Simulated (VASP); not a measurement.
# Mg2CdS3 (P1) in VASP: further runs

The runs below take Mg2CdS3 through relaxation of cell and atoms, with PBE.

Everything below comes from runs of VASP 6.6.1. Logs are shortened: lines on timing, memory, paths and dates and some standing lists are left out, and cuts for length are marked.

### Step 1. The cell of the first run

The typed cell holds 12 atoms: a = 6.675 Å, b = 7.356 Å, c = 7.169 Å, α = 121.21°, β = 91.88°, γ = 88.91°.

### Step 2. Relaxation of cell and atoms, PBE

File INCAR:

```
SYSTEM = Mg2CdS3
  PREC = Accurate
  ENCUT = 600
  EDIFF = 1E-6
  ISMEAR = 0
  SIGMA = 0.1
  LREAL = .False.
  LASPH = .True.
  NELM = 100
  ALGO = Normal
  ISIF = 3
  LWAVE = .False.
  LCHARG = .False.
  GGA = PE
  IBRION = 2
  NSW = 80
  EDIFFG = -0.025
```

File KPOINTS:

```
Automatic mesh
0
Gamma
  2 3 3
  0 0 0
```

File POSCAR:

```
Mg2CdS3
1.0
    0.1005280931      0.0453435708     -6.6737465912
    6.3807106192     -3.6598287813     -0.0689294736
   -6.2715269581     -3.4707184061      0.1174716275
Mg Cd S
4 2 6
Direct
    0.4996440476      0.1658747086      0.5053266035
    0.9991410436      0.8239552903      0.4919851202
    1.0000259152      0.4875569059      0.8200595214
    0.4850294100      0.4910260461      0.1516841705
    0.5052836807      0.8260755968      0.8312256698
    1.0063602995      0.1744561699      0.1801516634
    0.8767561145      0.8275002015      0.8317208549
    0.8752430527      0.1741139734      0.5077387818
    0.3762357479      0.8317904939      0.4882713683
    0.3914980776      0.1904186419      0.1874914805
    0.3599784256      0.4816846457      0.8270818153
    0.8748041850      0.5255473260      0.1772629504
```

Potentials or basis: VASP PAW PBE potentials, release 64 (Mg, Cd, S).

Run with:

```bash
$ cat potpaw_PBE.64/Mg/POTCAR potpaw_PBE.64/Cd/POTCAR potpaw_PBE.64/S/POTCAR > POTCAR
$ mpirun -np 1 vasp_std > vasp.out
```

OUTCAR:

```text
SYSTEM = Mg2CdS3
   PREC = Accurate
   ENCUT = 600
   EDIFF = 1E-6
   ISMEAR = 0
   LREAL = .False.
   LASPH = .True.
   NELM = 100
   ISIF = 3
   GGA = PE
   IBRION = 2
   NSW = 80
   EDIFFG = -0.025

 ion  position               nearest neighbor table
   1  0.500  0.166  0.505-  10 2.46  11 2.47   8 2.51   9 2.55
   2  0.999  0.824  0.492-  12 2.33   9 2.52   7 2.58   8 2.64
   3  0.000  0.488  0.820-   8 2.37  11 2.40   7 2.58  12 2.59
   4  0.485  0.491  0.152-  11 2.41  10 2.45   9 2.53  12 2.61
   5  0.505  0.826  0.831-   7 2.48   9 2.60  10 2.69  11 2.72
   6  0.006  0.174  0.180-   8 2.53  10 2.57   7 2.61  12 2.72
   7  0.877  0.828  0.832-   5 2.48   3 2.58   2 2.58   6 2.61
   8  0.875  0.174  0.508-   3 2.37   1 2.51   6 2.53   2 2.64
   9  0.376  0.832  0.488-   2 2.52   4 2.53   1 2.55   5 2.60
  10  0.391  0.190  0.187-   4 2.45   1 2.46   6 2.57   5 2.69
  11  0.360  0.482  0.827-   3 2.40   4 2.41   1 2.47   5 2.72
  12  0.875  0.526  0.177-   2 2.33   3 2.59   4 2.61   6 2.72

  LATTYP: Found a triclinic cell.
 ALAT       =     7.1315482614
 B/A-ratio  =     1.7195864691
 C/A-ratio  =     2.2490634247
 COS(alpha) =     0.0058090464
 COS(beta)  =     0.4739789501
 COS(gamma) =     0.8567473996

  Lattice vectors:

 A1 = (  -0.1091836611,   7.1305471874,  -0.0485421539)
 A2 = (   6.1623432970,  10.6012655935,  -0.1660137814)
 A3 = ( -12.6608931453,   7.3650011334,  -6.5358876440)

Analysis of symmetry for initial positions (statically):
=====================================================================
 Subroutine PRICEL returns:
 Original cell was already a primitive cell.

 Routine SETGRP: Setting up the symmetry group for a
 triclinic supercell.

 Subroutine GETGRP returns: Found  1 space group operations
 (whereof  1 operations were pure point group operations)
 out of a pool of  2 trial point group operations.

The static configuration has the point symmetry C_1 .

Analysis of symmetry for dynamics (positions and initial velocities):
=====================================================================
 Subroutine PRICEL returns:
 Original cell was already a primitive cell.

 Routine SETGRP: Setting up the symmetry group for a
 triclinic supercell.

 Subroutine GETGRP returns: Found  1 space group operations
 (whereof  1 operations were pure point group operations)
 out of a pool of  2 trial point group operations.

The dynamic configuration has the point symmetry C_1 .

 Subroutine INISYM returns: Found  1 space group operations
 (whereof  1 operations are pure point group operations),
 and found     1 'primitive' translations

----------------------------------------------------------------------------------------

                                     Primitive cell

  volume of cell :     300.8934

  direct lattice vectors                    reciprocal lattice vectors
     0.100528093  0.045343571 -6.673746591    -0.002223913 -0.001054391 -0.149881534
     6.380710619 -3.659828781 -0.068929474     0.076962035 -0.139061781  0.000214466
    -6.271526958 -3.470718406  0.117471627    -0.081184550 -0.141499668 -0.002184295

  length of vectors
     6.674657707  7.356124386  7.168802984     0.149901740  0.158938289  0.163149803

  position of ions in fractional coordinates (direct lattice)
     0.499644048  0.165874709  0.505326604
     0.999141044  0.823955290  0.491985120
     0.000025915  0.487556906  0.820059521
     0.485029410  0.491026046  0.151684170
     0.505283681  0.826075597  0.831225670
     0.006360300  0.174456170  0.180151663
     0.876756114  0.827500202  0.831720855
     0.875243053  0.174113973  0.507738782
     0.376235748  0.831790494  0.488271368
     0.391498078  0.190418642  0.187491481
     0.359978426  0.481684646  0.827081815
     0.874804185  0.525547326  0.177262950

  ion indices of the primitive-cell ions
   primitive index   ion index
                 1           1
                 2           2
                 3           3
                 4           4
                 5           5
                 6           6
                 7           7
                 8           8
                 9           9
                10          10
                11          11
                12          12

----------------------------------------------------------------------------------------

 KPOINTS: Automatic mesh

Automatic generation of k-mesh.
 Grid dimensions read from file:
 generate k-points for:    2    3    3

 Generating k-lattice:

  Cartesian coordinates                     Fractional coordinates (reciprocal lattice)
    -0.001111957 -0.000527196 -0.074940767     0.500000000  0.000000000  0.000000000
     0.025654012 -0.046353927  0.000071489    -0.000000000  0.333333333  0.000000000
    -0.027061517 -0.047166556 -0.000728098    -0.000000000 -0.000000000  0.333333333

  Length of vectors
     0.074950870  0.052979430  0.054383268

  Shift w.r.t. Gamma in fractional coordinates (k-lattice)
     0.000000000  0.000000000  0.000000000

 Subroutine IBZKPT returns following result:
 ===========================================

 Found     10 irreducible k-points:

 Following reciprocal coordinates:
            Coordinates               Weight
  0.000000  0.000000  0.000000      1.000000
  0.500000  0.000000  0.000000      1.000000
  0.000000  0.333333 -0.000000      2.000000
  0.500000  0.333333 -0.000000      2.000000
 -0.000000  0.000000  0.333333      2.000000
  0.500000  0.000000  0.333333      2.000000
  0.000000  0.333333  0.333333      2.000000
  0.500000  0.333333  0.333333      2.000000
 -0.000000 -0.333333  0.333333      2.000000
  0.500000 -0.333333  0.333333      2.000000
   k-points           NKPTS =     10   k-points in BZ     NKDIM =     10   number of bands    NBANDS=     41
   number of dos      NEDOS =    301   number of ions     NIONS =     12
   total plane-waves  NPLWV = 194400
   dimension x,y,z NGX =    54 NGY =   60 NGZ =   60
   dimension x,y,z NGXF=   108 NGYF=  120 NGZF=  120
   ions per type =               4   2   6
   NGX,Y,Z   is equivalent  to a cutoff of  13.45, 13.56, 13.91 a.u.
   NGXF,Y,Z  is equivalent  to a cutoff of  26.90, 27.12, 27.83 a.u.
 SYSTEM =  Mg2CdS3
   PREC   = accura    normal or accurate (medium, high low for compatibility)
   ISTART =      0    job   : 0-new  1-cont  2-samecut
   ICHARG =      2    charge: 1-file 2-atom 10-const
   ISPIN  =      1    spin polarized calculation?
   LNONCOLLINEAR =      F non collinear calculations
   LSORBIT =      F    spin-orbit coupling
   LASPH  =      T    aspherical Exc in radial PAW
   ENCUT  =  600.0 eV  44.10 Ry    6.64 a.u.  13.33 14.69 14.32*2*pi/ulx,y,z
   NELM   =    100;   NELMIN=  2; NELMDL= -5     # of ELM steps
   EDIFF  = 0.1E-05   stopping-criterion for ELM
   LREAL  =      F    real-space projection
   EDIFFG = -.3E-01   stopping-criterion for IOM
   NSW    =     80    number of steps for IOM
   IBRION =      2    ionic relax: 0-MD 1-quasi-New 2-CG
   NFREE  =      1    steps in history (QN), initial steepest desc. (CG)
   ISIF   =      3    stress and relaxation
   ISYM   =      2    0-nonsym 1-usesym 2-fastsym
   POTIM  = 0.5000    time-step for ionic-motion
   TEBEG  =    0.0;   TEEND  =   0.0 temperature during run
   PSTRESS=    0.0 pullay stress
   NELECT =      68.0000    total number of electrons
   NUPDOWN=      -1.0000    fix difference up-down
   EMIN   =  10.00;   EMAX   =-10.00  energy-range for DOS
   EFERMI =   0.00;   METHOD = LEGACY
   ISMEAR =     0;   SIGMA  =   0.10  broadening in eV -4-tet -1-fermi 0-gaus
   EFERMI_NEDOS =   21; number of points for ismear=-14 and -15
   IALGO  =     38    algorithm
   IMIX   =      4    mixing-type and parameters
     AMIX     =   0.40;   BMIX     =  1.00
     AMIX_MAG =   1.60;   BMIX_MAG =  1.00
  volume/ion in A,a.u.               =      25.07       169.21
  Fermi-wavevector in a.u.,A,eV,Ry     =   0.997180  1.884397 13.529199  0.994368
  Thomas-Fermi vector in A             =   2.129319
   LORBIT       =      0    0 simple, 1 ext, 2 COOP (PROOUT), +10 PAW based schemes
   GGA     = PE    functional components
   LHFCALC =     F    Hartree Fock is set to
   AEXX    =    0.0000 exact exchange contribution
   IVDW    =     0    specifies the selected vdW correction
   LEPSILON=     F    determine dielectric tensor
   LRPA    =     F    only Hartree local field effects (RPA)
 conjugate gradient relaxation of ions
 non-spin polarized calculation
 Gauss-broadening in eV      SIGMA  =   0.10
  energy-cutoff  :      600.00
  volume of cell :      300.89
 maximum number of plane-waves:     10081
 NGX is ok and might be reduce to    54
   NGX = 27   NGY = 29   NGZ = 29

--------------------------------------- Ionic step        1  -------------------------------------------

 number of electron      67.9999997 magnetization

 Free energy of the ion-electron system (eV)
  ---------------------------------------------------
  ext. energy  EPLUGINS =         0.00000000
  ---------------------------------------------------
  free energy    TOTEN  =       -45.77441949 eV

  energy without entropy =      -45.77441949  energy(sigma->0) =      -45.77441949

------------------------ aborting loop because EDIFF is reached ----------------------------------------

  FORCE on cell =-STRESS in cart. coord.  units (eV):
  Direction    XX          YY          ZZ          XY          YZ          ZX
  --------------------------------------------------------------------------------------
  -------------------------------------------------------------------------------------
  Total       -5.7715927     -1.7256419     -1.7350784      2.0960325      1.6109967      1.0331578
  in kB      -30.7321960     -9.1885839     -9.2388310     11.1608153      8.5781290      5.5012905
  external PRESSURE =     -16.3865370 kB  Pullay stress =       0.0000000 kB
[... 119 lines left out ...]
  FREE ENERGIE OF THE ION-ELECTRON SYSTEM (eV)
  ---------------------------------------------------
  free  energy   TOTEN  =       -46.1844233149 eV

  energy  without entropy=      -46.1844233149  energy(sigma->0) =      -46.18442331

[... ionic steps 4 to 11 ...]

--------------------------------------- Ionic step       12  -------------------------------------------

 number of electron      68.0000005 magnetization

------------------------ aborting loop because EDIFF is reached ----------------------------------------

  FORCE on cell =-STRESS in cart. coord.  units (eV):
  Direction    XX          YY          ZZ          XY          YZ          ZX
  --------------------------------------------------------------------------------------
  -------------------------------------------------------------------------------------
  Total       -0.0500923     -0.0398105     -0.0073080     -0.0083197     -0.0332411     -0.0449775
  in kB       -0.2783348     -0.2212045     -0.0406063     -0.0462282     -0.1847021     -0.2499147
  external PRESSURE =      -0.1800485 kB  Pullay stress =       0.0000000 kB
[... 77 lines left out ...]
  energy  without entropy=      -46.2467664854  energy(sigma->0) =      -46.24676649

--------------------------------------- Ionic step       14  -------------------------------------------

 number of electron      68.0000005 magnetization

 Free energy of the ion-electron system (eV)
  ---------------------------------------------------
  ext. energy  EPLUGINS =         0.00000000
  ---------------------------------------------------
  free energy    TOTEN  =       -46.24718087 eV

  energy without entropy =      -46.24718087  energy(sigma->0) =      -46.24718087

 E-fermi :   1.3789     XC(G=0):  -8.5457

 val. band max:        0.9449509961   @ k =   0.0000   0.0000   0.0000
 cond. band min:       3.5072152696   @ k =   0.0000   0.0000   0.0000
 fundamental gap:      2.5622642736
 Fermi energy:         1.3788916041

 k-point     1 :       0.0000    0.0000    0.0000
  band No.  band energies     occupation
      1     -10.5723      2.00000
      2     -10.0492      2.00000
      3      -9.9218      2.00000
      4      -9.8716      2.00000
      5      -9.8511      2.00000
      6      -9.8430      2.00000
[... 468 lines left out ...]
  FREE ENERGIE OF THE ION-ELECTRON SYSTEM (eV)
  ---------------------------------------------------
  free  energy   TOTEN  =       -46.2471808696 eV

  energy  without entropy=      -46.2471808696  energy(sigma->0) =      -46.24718087

 reached required accuracy - stopping structural energy minimisation
```

Wall time 27 min (1 thread of Oxide Virtual Turin-like, shared host); peak memory 0.5 GiB.

Results:

```
Free energy                           : -46.2472 eV
Relaxed volume                        : 24.01 Å³/atom
Relaxed cell                          : a = 6.624 Å, b = 7.085 Å, c = 7.087 Å, α = 119.95°, β = 89.94°, γ = 90.10°
Space group after relaxing (to 0.1 Å) : Cmc2_1 (No. 36)
Energy gained by relaxing             : 39.4 meV/atom
Ionic steps                           : 14
Pressure after relaxing               : 0.0 GPa
Largest force after relaxing          : 0.018 eV/Å
Band gap on the k mesh                : 2.56 eV
```

Forces on the atoms (eV/Å):
```
Mg  -0.005 -0.003 -0.006
Mg   0.001  0.004  0.004
Mg  -0.003 -0.003  0.001
Mg  -0.013  0.004 -0.011
Cd   0.000  0.001 -0.002
Cd  -0.002 -0.002  0.007
S    0.000  0.013  0.003
S    0.000  0.007 -0.003
S    0.004 -0.005  0.005
S    0.008 -0.002  0.004
S    0.013 -0.005  0.001
S   -0.003 -0.009 -0.003
```

The path:
| step | energy change (eV) | largest force (eV/Å) | pressure (GPa) | volume (Å³) |
| --- | --- | --- | --- | --- |
| 1 | 0.0000 | 1.3004 | -1.64 | 300.89 |
| 2 | -0.3670 | 0.5423 | -0.21 | 289.80 |
| 3 | -0.4100 | 0.4714 | 0.73 | 284.66 |
| 4 | -0.4500 | 0.2021 | -0.01 | 288.20 |
| 5 | -0.4533 | 0.1399 | -0.26 | 289.57 |
| 6 | -0.4620 | 0.0971 | -0.02 | 288.29 |
| 7 | -0.4642 | 0.0822 | 0.18 | 287.29 |
| 8 | -0.4686 | 0.0619 | 0.01 | 288.15 |
| 9 | -0.4694 | 0.0581 | -0.09 | 288.71 |
| 10 | -0.4711 | 0.0440 | 0.02 | 288.13 |
| 11 | -0.4713 | 0.0486 | 0.09 | 287.79 |
| 12 | -0.4723 | 0.0328 | -0.02 | 288.35 |
| 13 | -0.4723 | 0.0353 | -0.06 | 288.56 |
| 14 | -0.4728 | 0.0176 | 0.02 | 288.17 |

Final structure:
```
Mg Cd S
1.0
    -0.00629    0.00256   -6.62387
     6.13446   -3.54519    0.00521
    -6.13597   -3.54586   -0.00312
Mg Cd S
4 2 6
Direct
  0.49838 0.16556 0.50203
  0.99848 0.83440 0.49784
  0.99841 0.49806 0.83396
  0.49817 0.50233 0.16572
  0.49847 0.82876 0.82913
  0.99882 0.17155 0.17110
  0.88734 0.82439 0.82424
  0.87110 0.16766 0.51185
  0.37126 0.83207 0.48830
  0.38748 0.17582 0.17618
  0.37105 0.48751 0.83241
  0.87103 0.51190 0.16724
```

Levels at points of the mesh, in eV from the valence-band top:
| k point | band 30 | band 31 | band 32 | band 33 | band 34 | band 35 | band 36 | band 37 | band 38 | band 39 |
| --- | --- | --- | --- | --- | --- | --- | --- | --- | --- | --- |
| (0.00, 0.00, 0.00) | -0.48 | -0.47 | -0.02 | -0.02 | 0.00 | 2.56 | 3.86 | 4.85 | 4.90 | 6.16 |
| (0.50, 0.00, 0.00) | -0.50 | -0.25 | -0.25 | -0.24 | -0.24 | 3.94 | 3.94 | 5.30 | 5.31 | 5.51 |

Caveat: the k points lie up to 0.47 Å⁻¹ apart in the final cell.

(Continued in part 2 of 2.)
